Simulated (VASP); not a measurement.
Runs of VASP 6.6.1 on NbTe. The structure is that of space group Fm-3m (No. 225), or close to it. The cells are those of the table. 

```csv
cell,gap on the mesh (eV),pressure (GPa),moment (μB)
"a = 4.039, b = 6.996, c = 8.078 Å, angles 30.0, 60.0, 54.7°, 4 atoms",none,(a),0.00
"a = 4.069, b = 7.048, c = 8.139 Å, angles 30.0, 60.0, 54.7°, 4 atoms",none,-0.1,0.00
"a = 4.039, b = 4.039, c = 8.078 Å, angles 60.0°, 4 atoms",none,-0.8,0.00
"a = 4.121, b = 7.145, c = 8.248 Å, angles 30.0, 60.0, 54.8°, 4 atoms",none,(b),0.00
"a = 4.055, b = 7.024, c = 8.110 Å, angles 30.0, 60.0, 54.7°, 4 atoms",none,0.7,0.00
```

Alike in all rows: task single point; level PBE; potentials or basis VASP PAW PBE potentials, release 64 (Nb_sv, Te); spin collinear; k mesh 10 × 10 × 5; cutoff (eV) 520; smearing gaussian 0.05 eV.

Task: Fill in the values left out.

Result: (a) 1.7; (b) -2.8.

Caveats: spin-orbit coupling is left out, which moves the levels of the heavy elements.

A k mesh can miss the band edges, and the runs leave out spin-orbit coupling on Nb, Te.

A gap of «none» marks levels without a gap at the run's occupations.
